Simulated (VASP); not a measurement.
A run of VASP 6.6.1 is set up as follows.

INCAR

```
SYSTEM = Ba3B2
ALGO     = Normal         ! electronic algorithm
EDIFF    = 1E-7           ! SCF threshold, eV
EDIFFG   = -0.01          ! ionic threshold
ENCUT    = 500            ! plane-wave cutoff, eV
GGA      = PE             ! functional
GGA_COMPAT= .False.      
IBRION   = 2              ! ionic algorithm
ISIF     = 3              ! what is computed and relaxed
ISMEAR   = 0              ! smearing method
KPAR     = 4            
LASPH    = .True.         ! aspherical terms in the spheres
LCHARG   = .False.        ! write CHGCAR
LREAL    = .False.        ! projectors in reciprocal space
LWAVE    = .False.        ! write WAVECAR
NELM     = 120            ! most SCF steps
NELMIN   = 4            
NSW      = 100            ! ionic steps
PREC     = Accurate       ! precision mode
SIGMA    = 0.1            ! smearing width, eV
```

File KPOINTS:

```
k-points
0
Gamma
  12 12 12
  0 0 0
```

Contents of POSCAR:

```
Ba3B2
1.0
   -2.0253640079      3.3348932072      7.2498919600
    2.0253640079     -3.3348932072      7.2498919600
    2.0253640079      3.3348932072     -7.2498919600
Ba B
3 2
Direct
    0.8548630077      0.3548630077      0.5000000000
    0.1451369923      0.6451369923      0.5000000000
    0.5000000000      0.5000000000      0.0000000000
    0.1169233160      0.0000000000      0.1169233160
    0.8830766840      0.0000000000      0.8830766840
```

Potentials or basis: VASP PAW PBE potentials, release 64 (Ba_sv, B).

The run is started by

```console
$ cat potpaw_PBE.64/Ba_sv/POTCAR potpaw_PBE.64/B/POTCAR > POTCAR
$ mpirun -np 4 vasp_std > vasp.out
```

Problem. Predict the relaxed volume.

Solution. 39.74 Å³/atom.

Problem. Estimate the space group after relaxing (to 0.05 Å).

Solution. Immm (No. 71).

Problem. What does it give for the relaxed cell?

Solution. a = 8.266 Å, b = 8.266 Å, c = 8.266 Å, α = 151.44°, β = 132.23°, γ = 56.61°.

Forces on the atoms (eV/Å):
```
Ba   0.000  0.000 -0.010
Ba   0.000  0.000  0.010
Ba   0.000  0.000  0.000
B    0.000 -0.002  0.000
B    0.000  0.002  0.000
```
